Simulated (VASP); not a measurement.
# Ge (Fm-3m) in VASP: a series of runs

Aim: see how the results for Ge move with the level of theory and the settings. Levels: PBE+D3(BJ), PBE, r2SCAN. Tasks: single point.

Everything below comes from runs of VASP 6.6.1. Logs are shortened: lines on timing, memory, paths and dates and some standing lists are left out, and cuts for length are marked.

## (1) The cell of the first run

The structure is cubic, space group Fm-3m (No. 225). The conventional cell has a = 4.197 Å, b = 4.197 Å, c = 4.197 Å, α = 90.00°, β = 90.00°, γ = 90.00°. Ge (site symmetry m-3m) has 12 Ge at 2.97 Å within 3.9 Å.

## (2) Single point, PBE+D3(BJ)

Contents of INCAR:

```
SYSTEM = Ge
PREC     = Accurate       ! precision mode
ENCUT    = 500            ! plane-wave cutoff, eV
EDIFF    = 1E-6           ! SCF threshold, eV
ISMEAR   = -5             ! smearing method
SIGMA    = 0.1            ! smearing width, eV
LREAL    = .False.        ! projectors in reciprocal space
LASPH    = .True.         ! aspherical terms in the spheres
NELM     = 120            ! most SCF steps
ALGO     = Normal         ! electronic algorithm
ISIF     = 2              ! what is computed and relaxed
LWAVE    = .False.        ! write WAVECAR
LCHARG   = .True.         ! write CHGCAR
GGA      = PE             ! functional
IVDW     = 12             ! dispersion correction
LELF     = .True.         ! ELF
LVHAR    = .True.       
NBANDS   = 13             ! bands
GGA_COMPAT= .False.
```

Contents of KPOINTS:

```
regular mesh
0
Gamma
  4 4 4
  0 0 0
```

Contents of POSCAR:

```
Ge
1.0
    0.0000000000      2.0983605250      2.0983605250
    2.0983605250      0.0000000000      2.0983605250
    2.0983605250      2.0983605250      0.0000000000
Ge
1
Direct
    0.0000000000      0.0000000000      0.0000000000
```

Potentials or basis: VASP PAW PBE potentials, release 64 (Ge_d).

The run is started by

```console
$ cat potpaw_PBE.64/Ge_d/POTCAR > POTCAR
$ mpirun -np 1 vasp_std > vasp.out
```

OUTCAR:

```text
SYSTEM = Ge
   PREC = Accurate
   ENCUT = 500
   EDIFF = 1E-6
   ISMEAR = -5
   LREAL = .False.
   LASPH = .True.
   NELM = 120
   ISIF = 2
   GGA = PE
   IVDW = 12
 IVDW          = 12

 ion  position               nearest neighbor table
   1  0.000  0.000  0.000-

  LATTYP: Found a face centered cubic cell.
 ALAT       =     4.1967210500

  Lattice vectors:

 A1 = (   0.0000000000,   2.0983605250,   2.0983605250)
 A2 = (   2.0983605250,   0.0000000000,   2.0983605250)
 A3 = (   2.0983605250,   2.0983605250,   0.0000000000)

Analysis of symmetry for initial positions (statically):
=====================================================================
 Subroutine PRICEL returns:
 Original cell was already a primitive cell.

 Routine SETGRP: Setting up the symmetry group for a
 face centered cubic supercell.

 Subroutine GETGRP returns: Found 48 space group operations
[... 9 lines left out ...]

 Routine SETGRP: Setting up the symmetry group for a
 face centered cubic supercell.

 Subroutine GETGRP returns: Found 48 space group operations
[... 11 lines left out ...]
                                     Primitive cell

  volume of cell :      18.4787

  direct lattice vectors                    reciprocal lattice vectors
     0.000000000  2.098360525  2.098360525    -0.238281265  0.238281265  0.238281265
     2.098360525  0.000000000  2.098360525     0.238281265 -0.238281265  0.238281265
     2.098360525  2.098360525  0.000000000     0.238281265  0.238281265 -0.238281265

  length of vectors
     2.967529913  2.967529913  2.967529913     0.412715257  0.412715257  0.412715257

  position of ions in fractional coordinates (direct lattice)
     0.000000000  0.000000000  0.000000000

  ion indices of the primitive-cell ions
   primitive index   ion index
                 1           1

----------------------------------------------------------------------------------------

 KPOINTS: regular mesh

Automatic generation of k-mesh.
 Grid dimensions read from file:
 generate k-points for:    4    4    4

 Generating k-lattice:

  Cartesian coordinates                     Fractional coordinates (reciprocal lattice)
    -0.059570316  0.059570316  0.059570316     0.250000000  0.000000000  0.000000000
     0.059570316 -0.059570316  0.059570316     0.000000000  0.250000000  0.000000000
     0.059570316  0.059570316 -0.059570316     0.000000000  0.000000000  0.250000000

  Length of vectors
     0.103178814  0.103178814  0.103178814

  Shift w.r.t. Gamma in fractional coordinates (k-lattice)
     0.000000000  0.000000000  0.000000000

 TETIRR: Found      9 inequivalent tetrahedra from      384

 Subroutine IBZKPT returns following result:
 ===========================================

 Found      8 irreducible k-points:

 Following reciprocal coordinates:
            Coordinates               Weight
  0.000000  0.000000  0.000000      1.000000
  0.250000  0.000000  0.000000      8.000000
  0.500000  0.000000  0.000000      4.000000
  0.250000  0.250000  0.000000      6.000000
  0.500000  0.250000  0.000000     24.000000
 -0.250000  0.250000  0.000000     12.000000
  0.500000  0.500000  0.000000      3.000000
 -0.250000  0.500000  0.250000      6.000000
   k-points           NKPTS =      8   k-points in BZ     NKDIM =      8   number of bands    NBANDS=     13
   number of dos      NEDOS =    301   number of ions     NIONS =      1
   total plane-waves  NPLWV =  13824
   dimension x,y,z NGX =    24 NGY =   24 NGZ =   24
   dimension x,y,z NGXF=    48 NGYF=   48 NGZF=   48
   ions per type =               1
   NGX,Y,Z   is equivalent  to a cutoff of  13.45, 13.45, 13.45 a.u.
   NGXF,Y,Z  is equivalent  to a cutoff of  26.89, 26.89, 26.89 a.u.
 SYSTEM =  Ge
   PREC   = accura    normal or accurate (medium, high low for compatibility)
   ISTART =      0    job   : 0-new  1-cont  2-samecut
   ICHARG =      2    charge: 1-file 2-atom 10-const
   ISPIN  =      1    spin polarized calculation?
   LNONCOLLINEAR =      F non collinear calculations
   LSORBIT =      F    spin-orbit coupling
   LASPH  =      T    aspherical Exc in radial PAW
   ENCUT  =  500.0 eV  36.75 Ry    6.06 a.u.   5.41  5.41  5.41*2*pi/ulx,y,z
   NELM   =    120;   NELMIN=  2; NELMDL= -5     # of ELM steps
   EDIFF  = 0.1E-05   stopping-criterion for ELM
   LREAL  =      F    real-space projection
   EDIFFG = 0.1E-04   stopping-criterion for IOM
   NSW    =      0    number of steps for IOM
   IBRION =     -1    ionic relax: 0-MD 1-quasi-New 2-CG
   NFREE  =      0    steps in history (QN), initial steepest desc. (CG)
   ISIF   =      2    stress and relaxation
   ISYM   =      2    0-nonsym 1-usesym 2-fastsym
   POTIM  = 0.5000    time-step for ionic-motion
   TEBEG  =    0.0;   TEEND  =   0.0 temperature during run
   PSTRESS=    0.0 pullay stress
   NELECT =      14.0000    total number of electrons
   NUPDOWN=      -1.0000    fix difference up-down
   EMIN   =  10.00;   EMAX   =-10.00  energy-range for DOS
   EFERMI =   0.00;   METHOD = LEGACY
   ISMEAR =    -5;   SIGMA  =   0.10  broadening in eV -4-tet -1-fermi 0-gaus
   EFERMI_NEDOS =   21; number of points for ismear=-14 and -15
   IALGO  =     38    algorithm
   IMIX   =      4    mixing-type and parameters
     AMIX     =   0.40;   BMIX     =  1.00
     AMIX_MAG =   1.60;   BMIX_MAG =  1.00
  volume/ion in A,a.u.               =      18.48       124.70
  Fermi-wavevector in a.u.,A,eV,Ry     =   1.492430  2.820284 30.304914  2.227348
  Thomas-Fermi vector in A             =   2.604959
   LORBIT       =      0    0 simple, 1 ext, 2 COOP (PROOUT), +10 PAW based schemes
   GGA     = PE    functional components
   LHFCALC =     F    Hartree Fock is set to
   AEXX    =    0.0000 exact exchange contribution
   IVDW    =    12    specifies the selected vdW correction
   LEPSILON=     F    determine dielectric tensor
   LRPA    =     F    only Hartree local field effects (RPA)
 non-spin polarized calculation
 Fermi weights with tetrahedron method with Bloechl corrections
  energy-cutoff  :      500.00
  volume of cell :       18.48
 maximum number of plane-waves:       483
 NGX is ok and might be reduce to    24
   NGX = 11   NGY = 11   NGZ = 11

 number of electron      13.9999991 magnetization

 Free energy of the ion-electron system (eV)
  ---------------------------------------------------
  ext. energy  EPLUGINS =         0.00000000
  ---------------------------------------------------
  free energy    TOTEN  =        -4.03539145 eV

  energy without entropy =       -4.03539145  energy(sigma->0) =       -4.03539145

 E-fermi :   7.4320     XC(G=0): -11.3955

 val. band max:        6.4037175254   @ k =  -0.2500   0.2500   0.0000
 cond. band min:       6.6760388875   @ k =  -0.2500   0.5000   0.2500
 fundamental gap:      0.2723213621
 Fermi energy:         7.4320297763

 k-point     1 :       0.0000    0.0000    0.0000
  band No.  band energies     occupation
      1     -17.6743      2.00000
      2     -17.6743      2.00000
      3     -17.6743      2.00000
      4     -17.6221      2.00000
      5     -17.6221      2.00000
      6      -6.3175      2.00000
      7      16.2402      0.00000
      8      16.2402      0.00000
      9      16.2402      0.00000
     10      21.2486      0.00000
     11      21.2487      0.00000
     12      21.2487      0.00000
     13      22.2062      0.00000

 k-point     2 :       0.2500    0.0000    0.0000
  band No.  band energies     occupation
      1     -17.6752      2.00000
      2     -17.6610      2.00000
      3     -17.6610      2.00000
      4     -17.6083      2.00000
      5     -17.6083      2.00000
      6      -4.7331      2.00000
      7       8.2826      0.63143
      8      14.8374     -0.01411
      9      14.8374      0.00000
     10      19.3799      0.00000
     11      21.8863      0.00000
     12      21.8863      0.00000
     13      23.6663      0.00000

 k-point     3 :       0.5000    0.0000    0.0000
  band No.  band energies     occupation
      1     -17.6787      2.00000
      2     -17.6705      2.00000
      3     -17.6705      2.00000
      4     -17.5711      2.00000
      5     -17.5711      2.00000
      6      -0.8893      2.00000
      7       1.3661      2.05747
      8      14.1020     -0.08911
      9      14.1020      0.00000
     10      19.4488      0.00000
     11      19.8874      0.00000
     12      19.8874      0.00000
     13      21.0116      0.00000

 k-point     4 :       0.2500    0.2500    0.0000
  band No.  band energies     occupation
      1     -17.7055      2.00000
      2     -17.6575      2.00000
      3     -17.6173      2.00000
      4     -17.6173      2.00000
      5     -17.5990      2.00000
      6      -4.2028      2.00000
      7      11.0706      0.01140
      8      11.8757     -0.02876
      9      11.8757      0.00000
     10      15.7283      0.00000
     11      16.7235      0.00000
     12      28.3377      0.00000
     13      28.3377      0.00000

 k-point     5 :       0.5000    0.2500    0.0000
  band No.  band energies     occupation
      1     -17.6984      2.00000
      2     -17.6595      2.00000
      3     -17.6201      2.00000
      4     -17.6002      2.00000
      5     -17.5680      2.00000
      6      -0.6559      2.00000
      7       4.1120      2.03974
      8       8.2398      0.20856
      9      11.2834     -0.00653
     10      15.2143      0.00000
     11      21.5931      0.00000
     12      25.6932      0.00000
     13      26.9022      0.00000

 k-point     6 :      -0.2500    0.2500    0.0000
  band No.  band energies     occupation
      1     -17.6734      2.00000
      2     -17.6539      2.00000
      3     -17.6283      2.00000
      4     -17.6132      2.00000
      5     -17.5943      2.00000
      6      -2.1405      2.00000
      7       6.4037      1.76756
      8       7.0533      0.53991
      9      13.5971     -0.00877
     10      17.5269      0.00000
     11      23.6942      0.00000
     12      23.9583      0.00000
     13      25.0899      0.00000

 k-point     7 :       0.5000    0.5000    0.0000
  band No.  band energies     occupation
      1     -17.7367      2.00000
      2     -17.7005      2.00000
      3     -17.5757      2.00000
      4     -17.5580      2.00000
      5     -17.5580      2.00000
      6       1.5025      2.00000
      7       2.6581      2.03949
      8       9.7295     -0.15934
      9       9.7295      0.00239
     10      13.5461      0.00000
     11      13.7699      0.00000
     12      35.6241      0.00000
     13      35.6267      0.00000

 k-point     8 :      -0.2500    0.5000    0.2500
  band No.  band energies     occupation
      1     -17.6689      2.00000
      2     -17.6500      2.00000
      3     -17.6500      2.00000
      4     -17.6035      2.00000
      5     -17.5580      2.00000
      6       2.0887      2.00000
      7       4.8776      2.00000
      8       4.8776      2.63368
      9       6.6760      0.07593
     10      20.4442      0.00000
     11      22.5798      0.00000
     12      22.5798      0.00000
     13      24.4017      0.00000

------------------------ aborting loop because EDIFF is reached ----------------------------------------

 Edisp (eV)   -0.35779

 E8    (eV) :    -0.1579

  FORCE on cell =-STRESS in cart. coord.  units (eV):
  Direction    XX          YY          ZZ          XY          YZ          ZX
  --------------------------------------------------------------------------------------
  -------------------------------------------------------------------------------------
  Total       0.35218     0.35218     0.35218    -0.00000     0.00000    -0.00000
  in kB      30.53571    30.53571    30.53571    -0.00000     0.00000    -0.00000
  external pressure =       30.54 kB  Pullay stress =        0.00 kB

 VOLUME and BASIS-vectors are now :
 -----------------------------------------------------------------------------
  energy-cutoff  :      500.00
  volume of cell :       18.48
      direct lattice vectors                 reciprocal lattice vectors
     0.000000000  2.098360525  2.098360525    -0.238281265  0.238281265  0.238281265
     2.098360525  0.000000000  2.098360525     0.238281265 -0.238281265  0.238281265
     2.098360525  2.098360525  0.000000000     0.238281265  0.238281265 -0.238281265

 POSITION                                       TOTAL-FORCE (eV/Angst)
 -----------------------------------------------------------------------------------
      0.00000      0.00000      0.00000         0.000000     -0.000000     -0.000000
 -----------------------------------------------------------------------------------
    total drift:                               -0.000000      0.000000     -0.000000

  FREE ENERGIE OF THE ION-ELECTRON SYSTEM (eV)
  ---------------------------------------------------
  free  energy   TOTEN  =        -4.3931838237 eV

  energy  without entropy=       -4.3931838237  energy(sigma->0) =       -4.39318382
```

Wall time 6.6 s (1 thread of Intel Xeon 8259CL, shared host); peak memory 0.14 GiB.

What came out:

```yaml
Free_energy: -4.3932 eV
Pressure: 3.1 GPa
Band_gap_on_the_k_mesh: zero (band 7 reaches 16.24 eV, above the bottom of band 8 at 4.88 eV)
Dispersion_energy_per_atom: -0.358 eV
```

Levels at points of the mesh, in eV from the Fermi level:
```
           k point  band 4  band 5  band 6  band 7  band 8  band 9  band 10  band 11
(0.00, 0.00, 0.00)  -25.05  -25.05  -13.75    8.81    8.81    8.81    13.82    13.82
(0.50, 0.00, 0.00)  -25.00  -25.00   -8.32   -6.07    6.67    6.67    12.02    12.46
(0.50, 0.50, 0.00)  -24.99  -24.99   -5.93   -4.77    2.30    2.30     6.11     6.34
```

Caveat: the k points lie up to 0.65 Å⁻¹ apart; three body term missing; pairwise dispersion overbinds metals, which lowers pressure and volume; tetrahedron occupations give inexact forces and stress in metals.

[end of part 1 of 2]
